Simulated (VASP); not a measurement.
C: single point with PBEsol

C:

```
CELL_PARAMETERS angstrom
0.00000 1.78337 1.78337
1.78337 0.00000 1.78337
1.78337 1.78337 0.00000
ATOMIC_POSITIONS crystal
C 0.00000 0.00000 0.00000
C 0.25000 0.25000 0.25000
```

* Program: VASP 6.6.1
* Task: single point
* Functional: PBEsol
* Potentials or basis: VASP PAW PBE potentials, release 64 (C_h)
* Cutoff: 910 eV
* k mesh: 10 × 10 × 10
* Occupations: gaussian, width 0.01 eV
* Spin: no spin polarisation
* Dipole correction: no
* Second run: hard_potentials
* Further INCAR settings: ALGO = Normal; EDIFF = 1e-06; NBANDS = 11

* Pressure: -4.8 GPa
* Band gap on the k mesh: 4.04 eV, indirect (least direct gap 5.54 eV)

Levels at points of the mesh, in eV from the valence-band top:
```
           k point  band 2  band 3  band 4  band 5  band 6  band 7
(0.00, 0.00, 0.00)    0.00    0.00    0.00    5.54    5.54    5.54
(0.50, 0.00, 0.00)  -13.46   -2.81   -2.81    8.39    8.39    8.84
(0.50, 0.50, 0.00)  -12.77   -6.33   -6.33    4.60    4.60   16.79
```

Run time: 8.9 s on 1 thread of Intel(R) Xeon(R) 6975P-C (Granite Rapids), with other jobs on the host, peak memory 0.14 GiB.

Caveat: the cutoff is under 1.25 times the usual one of these potentials, so pressure, stress and relaxed cells hold a basis-set (Pulay) error; the PAW data sets were made with another functional, which shifts forces and pressure a little. A k mesh can miss the band edges.
